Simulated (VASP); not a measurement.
Input of a VASP 6.6.1 run:

File INCAR:

```
SYSTEM = AlN
ALGO = Normal
EDIFF = 1E-6
ENCUT = 520
GGA = PE
ISIF = 2
ISMEAR = 0
LASPH = .True.
LCHARG = .False.
LREAL = .False.
LWAVE = .False.
NBANDS = 16
NELM = 100
PREC = Accurate
SIGMA = 0.02
```

KPOINTS

```
k-points
0
Gamma
  9 9 6
  0 0 0
```

The input POSCAR:

```
AlN
1.0
    3.1302014549      0.0000000000      0.0000000000
   -1.5651007274      2.7108339789      0.0000000000
    0.0000000000      0.0000000000      5.0180342150
Al N
2 2
Direct
    0.6666666667      0.3333333333      0.4992343693
    0.3333333333      0.6666666667      0.9992343693
    0.6666666667      0.3333333333      0.8807656307
    0.3333333333      0.6666666667      0.3807656307
```

Potentials or basis: VASP PAW PBE potentials, release 64 (Al, N).

Run with:

```bash
$ cat potpaw_PBE.64/Al/POTCAR potpaw_PBE.64/N/POTCAR > POTCAR
$ mpirun -np 1 vasp_std > vasp.out
```

(1) What does it give for the band gap on the k mesh?

(2) Predict the pressure.

## Answers

(1) 4.04 eV, direct.

(2) -0.3 GPa.
